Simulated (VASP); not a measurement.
# Mo3W (Fm-3m) in VASP: single point with PBE

Aim: the single point of Mo3W with PBE.

All numbers are computed with VASP 6.6.1; they aren't measurements. Logs are shortened: lines on timing, memory, paths and dates and some standing lists are left out, and cuts for length are marked.

## 1. The cell of the first run

It takes space group Fm-3m (No. 225, cubic). The conventional cell has a = 6.332 Å, b = 6.332 Å, c = 6.332 Å, α = 90.00°, β = 90.00°, γ = 90.00°. Mo (site symmetry -43m) has 10 Mo at 2.74 to 3.17 Å and 4 W at 2.74 Å within 3.6 Å. Within 3.6 Å of Mo (site symmetry m-3m) lie 8 Mo at 2.74 Å and 6 W at 3.17 Å. Within 3.6 Å of W (site symmetry m-3m) lie 14 Mo at 2.74 to 3.17 Å.

## 2. Single point, PBE

File POSCAR:

```
Mo3W
1.0
    0.0000000000      3.1659870310      3.1659870310
    3.1659870310      0.0000000000      3.1659870310
    3.1659870310      3.1659870310      0.0000000000
Mo W
3 1
Direct
    0.7500000000      0.7500000000      0.7500000000
    0.2500000000      0.2500000000      0.2500000000
    0.0000000000      0.0000000000      0.0000000000
    0.5000000000      0.5000000000      0.5000000000
```

File INCAR.step1:

```
SYSTEM = Mo3W
  PREC = Accurate
  ENCUT = 520
  EDIFF = 1E-7
  ISMEAR = 0
  SIGMA = 0.1
  LREAL = .FALSE.
  LASPH = .TRUE.
  NELM = 60
  ALGO = Fast
  ISIF = 2
  LWAVE = .FALSE.
  LCHARG = .TRUE.
  LMAXMIX = 4
  GGA = PE
  NBANDS = 36
```

File KPOINTS.step1:

```
regular mesh
0
G
  12 12 12
  0 0 0
```

File INCAR.step2:

```
SYSTEM = Mo3W
  PREC = Accurate
  ENCUT = 520
  EDIFF = 1E-7
  ISMEAR = -5
  SIGMA = 0.1
  LREAL = .FALSE.
  LASPH = .TRUE.
  NELM = 60
  ALGO = Fast
  ISIF = 2
  LWAVE = .FALSE.
  LCHARG = .FALSE.
  LMAXMIX = 4
  GGA = PE
  LORBIT = 11
  NBANDS = 36
  NEDOS = 1001
  ICHARG = 11
```

File KPOINTS.step2:

```
regular mesh
0
G
  18 18 18
  0 0 0
```

Potentials or basis: VASP PAW PBE potentials, release 64 (Mo_sv, W_sv).

Launch:

```sh
$ cat potpaw_PBE.64/Mo_sv/POTCAR potpaw_PBE.64/W_sv/POTCAR > POTCAR
$ cp INCAR.step1 INCAR
$ cp KPOINTS.step1 KPOINTS
$ mpirun -np 1 vasp_std > vasp.out
$ cp INCAR.step2 INCAR
$ cp KPOINTS.step2 KPOINTS
$ mpirun -np 1 vasp_std > vasp.out
```

OUTCAR:

```text
SYSTEM = Mo3W
   PREC = Accurate
   ENCUT = 520
   EDIFF = 1E-7
   ISMEAR = -5
   LREAL = .FALSE.
   LASPH = .TRUE.
   NELM = 60
   ISIF = 2
   GGA = PE
   LORBIT = 11
   ICHARG = 11

 ion  position               nearest neighbor table
   1  0.750  0.750  0.750-   4 2.74   4 2.74   4 2.74   3 2.74   4 2.74   3 2.74   3 2.74   3 2.74
                             2 3.17   2 3.17   2 3.17   2 3.17   2 3.17   2 3.17
   2  0.250  0.250  0.250-   3 2.74   3 2.74   3 2.74   3 2.74   4 2.74   4 2.74   4 2.74   4 2.74
                             1 3.17   1 3.17   1 3.17   1 3.17   1 3.17   1 3.17
   3  0.000  0.000  0.000-   1 2.74   1 2.74   1 2.74   1 2.74   2 2.74   2 2.74   2 2.74   2 2.74
                             4 3.17   4 3.17   4 3.17   4 3.17   4 3.17   4 3.17
   4  0.500  0.500  0.500-   2 2.74   2 2.74   2 2.74   1 2.74   2 2.74   1 2.74   1 2.74   1 2.74
                             3 3.17   3 3.17   3 3.17   3 3.17   3 3.17   3 3.17

  LATTYP: Found a face centered cubic cell.
 ALAT       =     6.3319740620

  Lattice vectors:

 A1 = (   0.0000000000,   3.1659870310,   3.1659870310)
 A2 = (   3.1659870310,   0.0000000000,   3.1659870310)
 A3 = (   3.1659870310,   3.1659870310,   0.0000000000)

Analysis of symmetry for initial positions (statically):
=====================================================================
 Subroutine PRICEL returns:
 Original cell was already a primitive cell.

 Routine SETGRP: Setting up the symmetry group for a
 face centered cubic supercell.

 Subroutine GETGRP returns: Found 48 space group operations
 (whereof 48 operations were pure point group operations)
 out of a pool of 48 trial point group operations.

The static configuration has the point symmetry O_h .

Analysis of symmetry for dynamics (positions and initial velocities):
=====================================================================
 Subroutine PRICEL returns:
 Original cell was already a primitive cell.

 Routine SETGRP: Setting up the symmetry group for a
 face centered cubic supercell.

 Subroutine GETGRP returns: Found 48 space group operations
 (whereof 48 operations were pure point group operations)
 out of a pool of 48 trial point group operations.

The dynamic configuration has the point symmetry O_h .

 Subroutine INISYM returns: Found 48 space group operations
 (whereof 48 operations are pure point group operations),
 and found     1 'primitive' translations

----------------------------------------------------------------------------------------

                                     Primitive cell

  volume of cell :      63.4684

  direct lattice vectors                    reciprocal lattice vectors
     0.000000000  3.165987031  3.165987031    -0.157928632  0.157928632  0.157928632
     3.165987031  0.000000000  3.165987031     0.157928632 -0.157928632  0.157928632
     3.165987031  3.165987031  0.000000000     0.157928632  0.157928632 -0.157928632

  length of vectors
     4.477381798  4.477381798  4.477381798     0.273540414  0.273540414  0.273540414

  position of ions in fractional coordinates (direct lattice)
     0.750000000  0.750000000  0.750000000
     0.250000000  0.250000000  0.250000000
     0.000000000  0.000000000  0.000000000
     0.500000000  0.500000000  0.500000000

  ion indices of the primitive-cell ions
   primitive index   ion index
                 1           1
                 2           2
                 3           3
                 4           4

----------------------------------------------------------------------------------------

 KPOINTS: regular mesh

Automatic generation of k-mesh.
 Grid dimensions read from file:
 generate k-points for:   18   18   18

 Generating k-lattice:

  Cartesian coordinates                     Fractional coordinates (reciprocal lattice)
    -0.008773813  0.008773813  0.008773813     0.055555556  0.000000000  0.000000000
     0.008773813 -0.008773813  0.008773813     0.000000000  0.055555556  0.000000000
     0.008773813  0.008773813 -0.008773813     0.000000000  0.000000000  0.055555556

  Length of vectors
     0.015196690  0.015196690  0.015196690

  Shift w.r.t. Gamma in fractional coordinates (k-lattice)
     0.000000000  0.000000000  0.000000000

 TETIRR: Found    806 inequivalent tetrahedra from    34992

 Subroutine IBZKPT returns following result:
 ===========================================

 Found    195 irreducible k-points:

 Following reciprocal coordinates:
            Coordinates               Weight
  0.000000  0.000000  0.000000      1.000000
  0.055556  0.000000  0.000000      8.000000
  0.111111  0.000000  0.000000      8.000000
  0.166667  0.000000  0.000000      8.000000
  0.222222  0.000000  0.000000      8.000000
  0.277778  0.000000  0.000000      8.000000
[... 16 lines left out ...]
 -0.277778  0.055556  0.000000     24.000000
 -0.222222  0.055556  0.000000     24.000000
 [... further k-points ...]
   k-points           NKPTS =    195   k-points in BZ     NKDIM =    195   number of bands    NBANDS=     36
   number of dos      NEDOS =   1001   number of ions     NIONS =      4
   total plane-waves  NPLWV =  46656
   dimension x,y,z NGX =    36 NGY =   36 NGZ =   36
   dimension x,y,z NGXF=    72 NGYF=   72 NGZF=   72
   ions per type =               3   1
   NGX,Y,Z   is equivalent  to a cutoff of  13.37, 13.37, 13.37 a.u.
   NGXF,Y,Z  is equivalent  to a cutoff of  26.73, 26.73, 26.73 a.u.
 SYSTEM =  Mo3W
   PREC   = accura    normal or accurate (medium, high low for compatibility)
   ISTART =      0    job   : 0-new  1-cont  2-samecut
   ICHARG =     11    charge: 1-file 2-atom 10-const
   ISPIN  =      1    spin polarized calculation?
   LNONCOLLINEAR =      F non collinear calculations
   LSORBIT =      F    spin-orbit coupling
   LASPH  =      T    aspherical Exc in radial PAW
   ENCUT  =  520.0 eV  38.22 Ry    6.18 a.u.   8.32  8.32  8.32*2*pi/ulx,y,z
   NELM   =     60;   NELMIN=  2; NELMDL=  0     # of ELM steps
   EDIFF  = 0.1E-06   stopping-criterion for ELM
   LREAL  =      F    real-space projection
   EDIFFG = 0.1E-05   stopping-criterion for IOM
   NSW    =      0    number of steps for IOM
   IBRION =     -1    ionic relax: 0-MD 1-quasi-New 2-CG
   NFREE  =      0    steps in history (QN), initial steepest desc. (CG)
   ISIF   =      2    stress and relaxation
   ISYM   =      2    0-nonsym 1-usesym 2-fastsym
   POTIM  = 0.5000    time-step for ionic-motion
   TEBEG  =    0.0;   TEEND  =   0.0 temperature during run
   PSTRESS=    0.0 pullay stress
   NELECT =      56.0000    total number of electrons
   NUPDOWN=      -1.0000    fix difference up-down
   EMIN   =  10.00;   EMAX   =-10.00  energy-range for DOS
   EFERMI =   0.00;   METHOD = LEGACY
   ISMEAR =    -5;   SIGMA  =   0.10  broadening in eV -4-tet -1-fermi 0-gaus
   EFERMI_NEDOS =   21; number of points for ismear=-14 and -15
   IALGO  =     68    algorithm
   IMIX   =      4    mixing-type and parameters
     AMIX     =   0.40;   BMIX     =  1.00
     AMIX_MAG =   1.60;   BMIX_MAG =  1.00
  volume/ion in A,a.u.               =      15.87       107.08
  Fermi-wavevector in a.u.,A,eV,Ry     =   1.570188  2.967225 33.545041  2.465491
  Thomas-Fermi vector in A             =   2.671959
   LORBIT       =     11    0 simple, 1 ext, 2 COOP (PROOUT), +10 PAW based schemes
   GGA     = PE    functional components
   LHFCALC =     F    Hartree Fock is set to
   AEXX    =    0.0000 exact exchange contribution
   IVDW    =     0    specifies the selected vdW correction
   LEPSILON=     F    determine dielectric tensor
   LRPA    =     F    only Hartree local field effects (RPA)
 non-spin polarized calculation
 RMM-DIIS sequential band-by-band and
 Fermi weights with tetrahedron method with Bloechl corrections
  energy-cutoff  :      520.00
  volume of cell :       63.47
 maximum number of plane-waves:      1731
 NGX is ok and might be reduce to    36

 number of electron      56.0000006 magnetization

 Free energy of the ion-electron system (eV)
  ---------------------------------------------------
  ext. energy  EPLUGINS =         0.00000000
  ---------------------------------------------------
  free energy    TOTEN  =       -45.77823558 eV

  energy without entropy =      -45.77823558  energy(sigma->0) =      -45.77823558

 E-fermi :  12.1211     XC(G=0): -13.3902

 val. band max:       12.2162124240   @ k =   0.3333   0.1111   0.0556
 cond. band min:      12.0823129734   @ k =   0.4444   0.3333   0.1111
 fundamental gap:     -0.1338994506
 Fermi energy:        12.1211169618

 k-point     1 :       0.0000    0.0000    0.0000
  band No.  band energies     occupation
      1     -61.9587      2.00000
      2     -49.1103      2.00000
      3     -48.8410      2.00000
      4     -48.7910      2.00000
      5     -26.2061      2.00000
      6     -26.2061      2.00000
[... 28 lines left out ...]
     35      16.3068      0.00000
     36      16.3068      0.00000

 k-point     2 :       0.0556    0.0000    0.0000
  band No.  band energies     occupation
      1     -61.9588      2.00000
      2     -49.1086      2.00000
      3     -48.8415      2.00000
      4     -48.7924      2.00000
      5     -26.2065      2.00000
      6     -26.2065      2.00000
[... 28 lines left out ...]
     35      16.0330      0.00000
     36      16.2529      0.00000
[... 817 lines left out ...]
     35      14.6017      0.00000
     36      14.8325      0.00000

 k-point    24 :      -0.2222    0.0556    0.0000
  band No.  band energies     occupation
      1     -61.9586      2.00000
      2     -49.0801      2.00000
      3     -48.8496      2.00000
      4     -48.8145      2.00000
      5     -26.2148      2.00000
      6     -26.2115      2.00000
[... 28 lines left out ...]
     35      14.7528      0.00000
     36      15.0105      0.00000

 [... further k-points ...]

------------------------ aborting loop because EDIFF is reached ----------------------------------------

  FORCE on cell =-STRESS in cart. coord.  units (eV):
  Direction    XX          YY          ZZ          XY          YZ          ZX
  --------------------------------------------------------------------------------------
  -------------------------------------------------------------------------------------
  Total        0.2353039      0.2353039      0.2353039     -0.0000000     -0.0000000     -0.0000000
  in kB        5.9399445      5.9399445      5.9399445     -0.0000000     -0.0000000     -0.0000000
  external PRESSURE =       5.9399445 kB  Pullay stress =       0.0000000 kB

 VOLUME and BASIS-vectors are now :
 -----------------------------------------------------------------------------
  energy-cutoff  :      520.00
  volume of cell :       63.47
      direct lattice vectors                 reciprocal lattice vectors
     0.000000000  3.165987031  3.165987031    -0.157928632  0.157928632  0.157928632
     3.165987031  0.000000000  3.165987031     0.157928632 -0.157928632  0.157928632
     3.165987031  3.165987031  0.000000000     0.157928632  0.157928632 -0.157928632

 POSITION                                       TOTAL-FORCE (eV/Angst)
 -----------------------------------------------------------------------------------
      4.74898      4.74898      4.74898         0.000000      0.000000      0.000000
      1.58299      1.58299      1.58299        -0.000000     -0.000000     -0.000000
      0.00000      0.00000      0.00000         0.000000      0.000000      0.000000
      3.16599      3.16599      3.16599         0.000000      0.000000      0.000000
 -----------------------------------------------------------------------------------
    total drift:                                0.000000      0.000000      0.000000

  FREE ENERGIE OF THE ION-ELECTRON SYSTEM (eV)
  ---------------------------------------------------
  free  energy   TOTEN  =       -45.7782355842 eV

  energy  without entropy=      -45.7782355842  energy(sigma->0) =      -45.77823558

 total charge

# of ion       s       p       d       tot
------------------------------------------
    1        2.371   6.211   3.925  12.507
    2        2.371   6.211   3.925  12.507
    3        2.373   6.204   3.875  12.453
    4        2.421   6.311   3.294  12.026
--------------------------------------------------
tot          9.537  24.937  15.018  49.493
```

Wall time 8.8 min (1 thread of Intel Xeon Platinum 8259CL at 2.50GHz (Skylake/Cascade Lake), shared host); peak memory 0.48 GiB.

What came out:

```yaml
Valence_electrons_inside_the_program's_atomic_spheres: Mo 12.51, 12.45 (each value once); W 12.03
```

Caveat: spin-orbit coupling is left out, which moves the levels of the heavy elements.
